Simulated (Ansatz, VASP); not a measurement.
# CO2 in VASP and in Ansatz

```
C O
1.0
     3.51610    0.00000    0.00000
     0.00000    3.51610    0.00000
     0.00000    0.00000    4.10430
C O
2 4
Direct
  0.00000 0.00000 0.00000
  0.50000 0.50000 0.50000
  0.23000 0.23000 0.00000
  0.27000 0.73000 0.50000
  0.77000 0.77000 0.00000
  0.73000 0.27000 0.50000
```

Alike in both runs: task single point; functional PBEsol; k mesh 4 × 4 × 4; no spin polarisation.

|  | VASP | Ansatz |
| --- | --- | --- |
| version | VASP 6.6.1 | Ansatz 0.2.0 |
| potentials or method | VASP PAW PBE potentials, release 64 (C, O), cutoff 520 eV | plane waves, PAW |
| occupations | gaussian, width 0.01 eV | fixed |
| valence electrons in the cell | 32 | 32 |

```csv
,VASP,Ansatz,Ansatz less VASP
rms of the force components (eV/Å),1.191,0.798,-0.3927
```

VASP's potentials were made for PBE, not for PBEsol. Atom by atom the forces differ by 0.393 eV/Å (rms over components).

The k mesh is coarse, so the values compare programs but aren't converged. Noted on VASP's run: the standard files for N, O and F lose accuracy on very short bonds.
